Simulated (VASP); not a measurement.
# Ge in VASP: further runs, part 3 of 3

VASP 6.6.1. Earlier steps stand in the parts before.

## Step 4: Single point, PBE

The input, INCAR:

```
SYSTEM = Ge
PREC = Accurate ; ENCUT = 520
EDIFF = 1E-6 ; ISMEAR = 0
SIGMA = 0.1 ; LREAL = .FALSE.
LASPH = .TRUE. ; NELM = 100
ALGO = Normal ; ISIF = 2
LWAVE = .FALSE. ; LCHARG = .TRUE.
LDIPOL = .TRUE. ; IDIPOL = 3
DIPOL = 0.5 0.5 0.500 ; GGA = PE
LELF = .TRUE. ; LVHAR = .TRUE.
LVACPOTAV = .TRUE. ; NBANDS = 21
```

The input, KPOINTS:

```
Automatic mesh
0
G
  12 12 1
  0 0 0
```

The input, POSCAR:

```
Ge
1.0
    4.2460000000      0.0000000000      0.0000000000
   -2.1230000000      3.6771438645      0.0000000000
    0.0000000000      0.0000000000     28.0000000000
Ge
2
Direct
    0.3333333333      0.6666666667      0.5155714286
    0.6666666667      0.3333333333      0.4844285714
```

Potentials or basis: VASP PAW PBE potentials, release 64 (Ge_d).

Launch:

```console
$ cat potpaw_PBE.64/Ge_d/POTCAR > POTCAR
$ mpirun -np 1 vasp_std > vasp.out
```

OUTCAR:

```text
SYSTEM = Ge
   PREC = Accurate
   ENCUT = 520
   EDIFF = 1E-6
   ISMEAR = 0
   LREAL = .FALSE.
   LASPH = .TRUE.
   NELM = 100
   ISIF = 2
   GGA = PE

 ion  position               nearest neighbor table
   1  0.333  0.667  0.516-   2 2.60   2 2.60   2 2.60
   2  0.667  0.333  0.484-   1 2.60   1 2.60   1 2.60

  LATTYP: Found a hexagonal cell.
 ALAT       =     4.2460000000
 C/A-ratio  =     6.5944418276

  Lattice vectors:

 A1 = (   4.2460000000,   0.0000000000,   0.0000000000)
 A2 = (  -2.1230000000,   3.6771438645,   0.0000000000)
 A3 = (   0.0000000000,   0.0000000000,  28.0000000000)

Analysis of symmetry for initial positions (statically):
=====================================================================
 Subroutine PRICEL returns:
 Original cell was already a primitive cell.

 Routine SETGRP: Setting up the symmetry group for a
 hexagonal supercell.

 Subroutine GETGRP returns: Found 12 space group operations
 (whereof 12 operations were pure point group operations)
 out of a pool of 24 trial point group operations.

The static configuration has the point symmetry D_3d.

Analysis of symmetry for dynamics (positions and initial velocities):
=====================================================================
 Subroutine PRICEL returns:
 Original cell was already a primitive cell.

 Routine SETGRP: Setting up the symmetry group for a
 hexagonal supercell.

 Subroutine GETGRP returns: Found 12 space group operations
 (whereof 12 operations were pure point group operations)
 out of a pool of 24 trial point group operations.

The dynamic configuration has the point symmetry D_3d.

 Subroutine INISYM returns: Found 12 space group operations
 (whereof 12 operations are pure point group operations),
 and found     1 'primitive' translations

----------------------------------------------------------------------------------------

                                     Primitive cell

  volume of cell :     437.1683

  direct lattice vectors                    reciprocal lattice vectors
     4.246000000  0.000000000  0.000000000     0.235515780  0.135975099  0.000000000
    -2.123000000  3.677143865  0.000000000     0.000000000  0.271950197  0.000000000
     0.000000000  0.000000000 28.000000000     0.000000000  0.000000000  0.035714286

  length of vectors
     4.246000000  4.246000000 28.000000000     0.271950197  0.271950197  0.035714286

  position of ions in fractional coordinates (direct lattice)
     0.333333333  0.666666667  0.515571429
     0.666666667  0.333333333  0.484428571

  ion indices of the primitive-cell ions
   primitive index   ion index
                 1           1
                 2           2

----------------------------------------------------------------------------------------

 KPOINTS: Automatic mesh

Automatic generation of k-mesh.
 Grid dimensions read from file:
 generate k-points for:   12   12    1

 Generating k-lattice:

  Cartesian coordinates                     Fractional coordinates (reciprocal lattice)
     0.019626315  0.011331258  0.000000000     0.083333333 -0.000000000  0.000000000
     0.000000000  0.022662516  0.000000000     0.000000000  0.083333333  0.000000000
     0.000000000  0.000000000  0.035714286     0.000000000  0.000000000  1.000000000

  Length of vectors
     0.022662516  0.022662516  0.035714286

  Shift w.r.t. Gamma in fractional coordinates (k-lattice)
     0.000000000  0.000000000  0.000000000

 Subroutine IBZKPT returns following result:
 ===========================================

 Found     19 irreducible k-points:

 Following reciprocal coordinates:
            Coordinates               Weight
  0.000000  0.000000  0.000000      1.000000
  0.083333 -0.000000  0.000000      6.000000
  0.166667 -0.000000  0.000000      6.000000
  0.250000 -0.000000  0.000000      6.000000
  0.333333 -0.000000  0.000000      6.000000
  0.416667 -0.000000  0.000000      6.000000
[... 11 lines left out ...]
  0.333333  0.250000  0.000000     12.000000
  0.333333  0.333333  0.000000      2.000000
   k-points           NKPTS =     19   k-points in BZ     NKDIM =     19   number of bands    NBANDS=     21
   number of dos      NEDOS =    301   number of ions     NIONS =      2
   total plane-waves  NPLWV = 215040
   dimension x,y,z NGX =    32 NGY =   32 NGZ =  210
   dimension x,y,z NGXF=    64 NGYF=   64 NGZF=  420
   ions per type =               2
   NGX,Y,Z   is equivalent  to a cutoff of  12.53, 12.53, 12.47 a.u.
   NGXF,Y,Z  is equivalent  to a cutoff of  25.06, 25.06, 24.94 a.u.
 SYSTEM =  Ge
   PREC   = accura    normal or accurate (medium, high low for compatibility)
   ISTART =      0    job   : 0-new  1-cont  2-samecut
   ICHARG =      2    charge: 1-file 2-atom 10-const
   ISPIN  =      1    spin polarized calculation?
   LNONCOLLINEAR =      F non collinear calculations
   LSORBIT =      F    spin-orbit coupling
   LASPH  =      T    aspherical Exc in radial PAW
   ENCUT  =  520.0 eV  38.22 Ry    6.18 a.u.   7.89  7.89 52.06*2*pi/ulx,y,z
   NELM   =    100;   NELMIN=  2; NELMDL= -5     # of ELM steps
   EDIFF  = 0.1E-05   stopping-criterion for ELM
   LREAL  =      F    real-space projection
   EDIFFG = 0.1E-04   stopping-criterion for IOM
   NSW    =      0    number of steps for IOM
   IBRION =     -1    ionic relax: 0-MD 1-quasi-New 2-CG
   NFREE  =      0    steps in history (QN), initial steepest desc. (CG)
   ISIF   =      2    stress and relaxation
   ISYM   =      2    0-nonsym 1-usesym 2-fastsym
   POTIM  = 0.5000    time-step for ionic-motion
   TEBEG  =    0.0;   TEEND  =   0.0 temperature during run
   PSTRESS=    0.0 pullay stress
   NELECT =      28.0000    total number of electrons
   NUPDOWN=      -1.0000    fix difference up-down
   EMIN   =  10.00;   EMAX   =-10.00  energy-range for DOS
   EFERMI =   0.00;   METHOD = LEGACY
   ISMEAR =     0;   SIGMA  =   0.10  broadening in eV -4-tet -1-fermi 0-gaus
   EFERMI_NEDOS =   21; number of points for ismear=-14 and -15
   IALGO  =     38    algorithm
   IMIX   =      4    mixing-type and parameters
     AMIX     =   0.40;   BMIX     =  1.00
     AMIX_MAG =   1.60;   BMIX_MAG =  1.00
  volume/ion in A,a.u.               =     218.58      1475.08
  Fermi-wavevector in a.u.,A,eV,Ry     =   0.655005  1.237780  5.837329  0.429032
  Thomas-Fermi vector in A             =   1.725743
   LORBIT       =      0    0 simple, 1 ext, 2 COOP (PROOUT), +10 PAW based schemes
   GGA     = PE    functional components
   LHFCALC =     F    Hartree Fock is set to
   AEXX    =    0.0000 exact exchange contribution
   IVDW    =     0    specifies the selected vdW correction
   LEPSILON=     F    determine dielectric tensor
   LRPA    =     F    only Hartree local field effects (RPA)
 non-spin polarized calculation
 Gauss-broadening in eV      SIGMA  =   0.10
  energy-cutoff  :      520.00
  volume of cell :      437.17
 maximum number of plane-waves:     11808
 NGX is ok and might be reduce to    32
   NGX = 15   NGY = 15   NGZ =105

 dipolmoment           0.000000      0.000000      0.000000 electrons x Angstroem

 number of electron      27.9999992 magnetization

 dipolmoment           0.000000      0.000000     -0.000000 electrons x Angstroem

 Free energy of the ion-electron system (eV)
  ---------------------------------------------------
  ext. energy  EPLUGINS =         0.00000000
  ---------------------------------------------------
  free energy    TOTEN  =        -7.84604041 eV

  energy without entropy =       -7.84404942  energy(sigma->0) =       -7.84504492

 E-fermi :  -3.5757     XC(G=0):  -1.6049

 val. band max:       -3.5877303120   @ k =   0.3333   0.3333   0.0000
 cond. band min:      -3.1760651355   @ k =   0.3333   0.2500   0.0000
 fundamental gap:      0.4116651765
 Fermi energy:        -3.5757065286

 k-point     1 :       0.0000    0.0000    0.0000
  band No.  band energies     occupation
      1     -27.8581      2.00000
      2     -27.8581      2.00000
      3     -27.8345      2.00000
      4     -27.8243      2.00000
      5     -27.8224      2.00000
      6     -27.8224      2.00000
[... 13 lines left out ...]
     20       0.8824      0.00000
     21       1.1800      0.00000
[... 409 lines left out ...]
 k-point    19 :       0.3333    0.3333    0.0000
  band No.  band energies     occupation
      1     -27.8719      2.00000
      2     -27.8719      2.00000
      3     -27.8583      2.00000
      4     -27.7982      2.00000
      5     -27.7679      2.00000
      6     -27.7625      2.00000
[... 13 lines left out ...]
     20       3.1544      0.00000
     21       3.3168      0.00000

------------------------ aborting loop because EDIFF is reached ----------------------------------------

  FORCE on cell =-STRESS in cart. coord.  units (eV):
  Direction    XX          YY          ZZ          XY          YZ          ZX
  --------------------------------------------------------------------------------------
  -------------------------------------------------------------------------------------
  Total       -2.5647204     -2.5647204     -0.8649710     -0.0000000      0.0000000      0.0000000
  in kB       -9.3994397     -9.3994397     -3.1700307     -0.0000000      0.0000000      0.0000000
  external PRESSURE =      -7.3229700 kB  Pullay stress =       0.0000000 kB

 VOLUME and BASIS-vectors are now :
 -----------------------------------------------------------------------------
  energy-cutoff  :      520.00
  volume of cell :      437.17
      direct lattice vectors                 reciprocal lattice vectors
     4.246000000  0.000000000  0.000000000     0.235515780  0.135975099  0.000000000
    -2.123000000  3.677143865  0.000000000     0.000000000  0.271950197  0.000000000
     0.000000000  0.000000000 28.000000000     0.000000000  0.000000000  0.035714286

 POSITION                                       TOTAL-FORCE (eV/Angst)
 -----------------------------------------------------------------------------------
     -0.00000      2.45143     14.43600         0.000000      0.000000     -0.978062
      2.12300      1.22571     13.56400        -0.000000      0.000000      0.978062
 -----------------------------------------------------------------------------------
    total drift:                               -0.000000      0.000000     -0.000000

  FREE ENERGIE OF THE ION-ELECTRON SYSTEM (eV)
  ---------------------------------------------------
  free  energy   TOTEN  =        -7.8460404085 eV

  energy  without entropy=       -7.8440494229  energy(sigma->0) =       -7.84504492

 vacuum level on the upper side and lower side of the slab         0.940         0.940
```

OSZICAR:

```text
N       E                     dE             d eps       ncg     rms          rms(c)
DAV:   1     0.150539266940E+03    0.15054E+03   -0.13496E+04   966   0.122E+03
DAV:   2     0.825564185735E+01   -0.14228E+03   -0.13869E+03  1099   0.241E+02
DAV:   3    -0.723472849666E+01   -0.15490E+02   -0.15426E+02  1003   0.999E+01
DAV:   4    -0.794910324666E+01   -0.71437E+00   -0.71382E+00  1013   0.254E+01
[... 12 lines left out ...]
DAV:  17    -0.784602345428E+01   -0.35682E-04   -0.22931E-06   731   0.912E-03    0.542E-04
DAV:  18    -0.784603217558E+01   -0.87213E-05   -0.30650E-07   879   0.554E-03    0.393E-04
DAV:  19    -0.784603845852E+01   -0.62829E-05   -0.14776E-07   769   0.192E-03    0.157E-04
DAV:  20    -0.784603975225E+01   -0.12937E-05   -0.19481E-08   734   0.148E-03    0.147E-04
DAV:  21    -0.784604040851E+01   -0.65626E-06   -0.61975E-09   657   0.537E-04
   1 F= -.78460404E+01 E0= -.78450449E+01  d E =-.199099E-02
```

Wall time 2.3 min (1 thread of Intel Xeon Platinum 8488C (Sapphire Rapids), shared host); peak memory 0.53 GiB.

Results:

```
Free energy            : -7.8460 eV
Largest force          : 0.978 eV/Å
Band gap on the k mesh : zero (filled and empty bands touch)
```

Forces on the atoms (eV/Å):
```
Ge   0.000  0.000 -0.978
Ge   0.000  0.000  0.978
```
